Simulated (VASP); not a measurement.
Cs: single point with PBE

Cs:

```
Cs
1.0
     4.20679    0.00000    0.00000
    -2.10340    3.64319    0.00000
     0.00000    0.00000    3.95439
Cs
1
Direct
  0.00000 0.00000 0.00000
```

| Property | Result |
| --- | --- |
| Program | VASP 6.6.1 |
| Task | single point |
| Functional | PBE |
| Potentials or basis | VASP PAW PBE potentials, release 64 (Cs_sv) |
| Cutoff | 520 eV |
| k mesh | 8 × 8 × 8 |
| Occupations | fermi-dirac, width 0.08 eV |
| Spin | no spin polarisation |

| Quantity | Value |
| --- | --- |
| Pressure | 2.8 GPa |

Stress tensor (GPa, compression positive):
```
2.95 0.00 0.00
0.00 2.95 0.00
0.00 0.00 2.45
```

Levels at points of the mesh, in eV from the Fermi level:
```
           k point  band 3  band 4  band 5  band 6  band 7  band 8
(0.00, 0.00, 0.00)  -10.18  -10.11   -2.01    1.16    2.83    2.83
(0.50, 0.00, 0.00)  -10.42   -9.98   -0.26    1.65    2.04    3.88
(0.00, 0.00, 0.50)  -10.07  -10.07    0.14    1.39    3.55    3.55
(0.50, 0.00, 0.50)  -11.03  -10.29   -0.48    1.05    3.02    3.86
```

Wall time 10 s on 1 thread of Intel(R) Xeon(R) Platinum 8559C (Emerald Rapids), with other jobs on the host, peak memory 0.18 GiB.

Caveat: spin-orbit coupling is left out, which moves the levels of the heavy elements.
